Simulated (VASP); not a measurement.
## TiO2: single point with PBE

The system is TiO2.

```
Ti O
1.0
     9.39551    0.00000    0.00000
     0.00000    2.93864    0.00000
     0.00000    0.00000    4.86930
Ti O
4 8
Direct
  0.63690 0.25000 0.56463
  0.36310 0.75000 0.43537
  0.86310 0.75000 0.06463
  0.13690 0.25000 0.93537
  0.47240 0.25000 0.29160
  0.52760 0.75000 0.70840
  0.02760 0.75000 0.79160
  0.97240 0.25000 0.20840
  0.76630 0.25000 0.86350
  0.23370 0.75000 0.13650
  0.73370 0.75000 0.36350
  0.26630 0.25000 0.63650
```

```json
{
  "Program": "VASP 6.6.1",
  "Task": "single point",
  "Functional": "PBE",
  "Potentials or basis": "VASP PAW PBE potentials, release 64 (Ti_sv, O)",
  "Cutoff": "520 eV",
  "k mesh": "3 × 9 × 6",
  "Occupations": "fermi-dirac, width 0.05 eV",
  "Spin": "no spin polarisation"
}
```

The pressure is 6.7 GPa. The largest force is 0.203 eV/Å and the band gap on the k mesh is 2.51 eV, indirect (least direct gap 2.56 eV).

Forces on the atoms (eV/Å):
```
Ti  -0.163  0.000  0.122
Ti   0.163  0.000 -0.122
Ti   0.163  0.000  0.122
Ti  -0.163  0.000 -0.122
O   -0.023  0.000 -0.044
O    0.023  0.000  0.044
O    0.023  0.000 -0.044
O   -0.023  0.000  0.044
O    0.028  0.000 -0.003
O   -0.028  0.000  0.003
O   -0.028  0.000 -0.003
O    0.028  0.000  0.003
```

Stress tensor (GPa, compression positive):
```
6.40 0.00 0.00
0.00 8.15 0.00
0.00 0.00 5.54
```

Levels at points of the mesh, in eV from the valence-band top:
| k point | band 44 | band 45 | band 46 | band 47 | band 48 | band 49 | band 50 | band 51 | band 52 | band 53 |
| --- | --- | --- | --- | --- | --- | --- | --- | --- | --- | --- |
| (0.00, 0.00, 0.00) | -0.76 | -0.53 | -0.27 | -0.18 | 0.00 | 2.56 | 2.74 | 2.77 | 3.02 | 3.08 |
| (0.00, 0.00, 0.50) | -1.07 | -0.76 | -0.76 | -0.67 | -0.67 | 2.74 | 2.74 | 2.91 | 2.91 | 3.06 |

It took 4.8 min on 1 thread of Intel(R) Xeon(R) Platinum 8488C (Sapphire Rapids), on a shared host, peak memory 0.37 GiB.

A k mesh can miss the band edges. As with any semilocal functional, this PBE gap is likely too small.
